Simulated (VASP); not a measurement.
The system is BaBe4Ag.

```
CELL_PARAMETERS angstrom
0.00000 3.63105 3.63105
3.63105 0.00000 3.63105
3.63105 3.63105 0.00000
ATOMIC_POSITIONS crystal
Ba 0.00000 0.00000 0.00000
Be 0.16125 0.61292 0.61292
Be 0.61292 0.61292 0.61292
Be 0.61292 0.16125 0.61292
Be 0.61292 0.61292 0.16125
Ag 0.25000 0.25000 0.25000
```

- Program: VASP 6.6.1
- Task: relaxation of cell and atoms
- Functional: PBE
- Potentials or basis: VASP PAW PBE potentials, release 64 (Ba_sv, Be, Ag)
- Cutoff: 600 eV
- k mesh: 10 × 10 × 10
- Occupations: gaussian, width 0.1 eV
- Spin: no spin polarisation

At the start: pressure 0.8 GPa; volume 15.96 Å³/atom.

Where does the relaxation end?

Over 5 steps the energy falls by 2.0 meV/atom and the volume is 16.31 Å³/atom (+2.2 %); space group F-43m (No. 216, to 0.1 Å) before and after.

Step by step:
```csv
step,energy change (eV),largest force (eV/Å),pressure (GPa),volume (Å³)
1,0.0000,0.1082,0.82,95.75
2,-0.0056,0.1075,0.14,96.89
3,-0.0067,0.1080,-0.37,97.80
4,-0.0099,0.0714,-0.27,97.83
5,-0.0122,0.0073,-0.08,97.88
```

Final structure:
```yaml
crystal:
  lattice:
    - [0.00000, 3.65777, 3.65777]
    - [3.65777, 0.00000, 3.65777]
    - [3.65777, 3.65777, 0.00000]
  atoms:
    - { symbol: Ba, position: [0.00000, 0.00000, 0.00000] }
    - { symbol: Be, position: [0.16900, 0.61033, 0.61033] }
    - { symbol: Be, position: [0.61033, 0.61033, 0.61033] }
    - { symbol: Be, position: [0.61033, 0.16900, 0.61033] }
    - { symbol: Be, position: [0.61033, 0.61033, 0.16900] }
    - { symbol: Ag, position: [0.25000, 0.25000, 0.25000] }
```
